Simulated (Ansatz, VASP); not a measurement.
# Two plane-wave programs on HfO2

```
Hf O
1.0
    -3.60430    0.00000    0.00000
     0.00000   -3.60430    0.00000
    -0.36043    0.00000   10.52793
Hf O
4 8
Direct
  0.47983 0.50000 0.20170
  0.42983 0.50000 0.70170
  0.95483 0.00000 0.45170
  0.90483 0.00000 0.95170
  0.97017 0.50000 0.29833
  0.92017 0.50000 0.79833
  0.46449 0.00000 0.35507
  0.41449 0.00000 0.85507
  0.48949 0.00000 0.10507
  0.43949 0.00000 0.60507
  0.99517 0.50000 0.04833
  0.94517 0.50000 0.54833
```

Alike in both runs: task single point; functional PBE; k mesh 6 × 6 × 2; occupations gaussian, width 0.05 eV; no spin polarisation.

|  | VASP | Ansatz |
| --- | --- | --- |
| version | VASP 6.6.1 | Ansatz 0.2.0 |
| potentials or method | VASP PAW PBE potentials, release 64 (Hf_pv, O), cutoff 520 eV | scalar-relativistic, plane waves, PAW |
| valence electrons in the cell | 88 | 152 |

VASP gave:

- gap on the k mesh at the Fermi level (eV): 4.60
- least direct gap on the mesh (eV): 4.63
- pressure (GPa): -2.9
- traceless stress, the component that is largest in VASP (GPa): 1.00
- rms of the force components (eV/Å): 0.172

Problem. Which values does Ansatz return?

Solution. gap on the k mesh at the Fermi level (eV): 4.63; least direct gap on the mesh (eV): 4.65; pressure (GPa): 0.3; traceless stress, the component that is largest in VASP (GPa): 1.08; rms of the force components (eV/Å): 0.165.

Atom by atom the forces differ by 0.025 eV/Å (rms over components). The functional is the same, so the differences come from potentials, cutoffs and numerics. VASP's potentials hold 88 valence electrons a cell and Ansatz's 152, so a difference there can come from the potentials and not from the codes.

Neither program's run includes spin-orbit coupling.
